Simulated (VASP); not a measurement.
A run of VASP 6.6.1 is set up as follows.

Contents of INCAR:

```
ALGO = Normal ; DIPOL = 0.5 0.5 0.292
EDIFF = 1E-6 ; ENCUT = 520
GGA = PE ; IDIPOL = 3
ISIF = 2 ; ISMEAR = 0
LASPH = True ; LCHARG = False
LDIPOL = True ; LREAL = False
LWAVE = False ; NBANDS = 50
NELM = 80 ; PREC = Accurate
SIGMA = 0.2
```

File KPOINTS:

```
k-points
0
Gamma
  3 3 1
```

Contents of POSCAR:

```
Sr
1.0
    8.6022712917     -0.0000000001      0.0000000000
   -4.3011356458      7.4497854689      0.0000000000
    0.0000000000      0.0000000000     30.8500002400
Sr
8
Direct
    0.1666666667      0.3333333333      0.2385691286
    0.1666666667      0.8333333333      0.2385691286
    0.6666666667      0.3333333333      0.2385691286
    0.6666666667      0.8333333333      0.2385691286
    0.3333333333      0.1666666667      0.3448992623
    0.3333333333      0.6666666667      0.3448992623
    0.8333333333      0.1666666667      0.3448992623
    0.8333333333      0.6666666667      0.3448992623
```

Potentials or basis: VASP PAW PBE potentials, release 64 (Sr_sv).

Launch:

```console
$ cat potpaw_PBE.64/Sr_sv/POTCAR > POTCAR
$ mpirun -np 1 vasp_std > vasp.out
```

Question: What does it give for the largest force?

Answer: 0.007 eV/Å.

Question: What does it give for the band gap on the k mesh?

Answer: Zero (filled and empty bands touch).

Forces on the atoms (eV/Å):
```
Sr   0.000  0.000  0.007
Sr   0.000  0.000  0.007
Sr   0.000  0.000  0.007
Sr   0.000  0.000  0.007
Sr   0.000  0.000 -0.007
Sr   0.000  0.000 -0.007
Sr   0.000  0.000 -0.007
Sr   0.000  0.000 -0.007
```
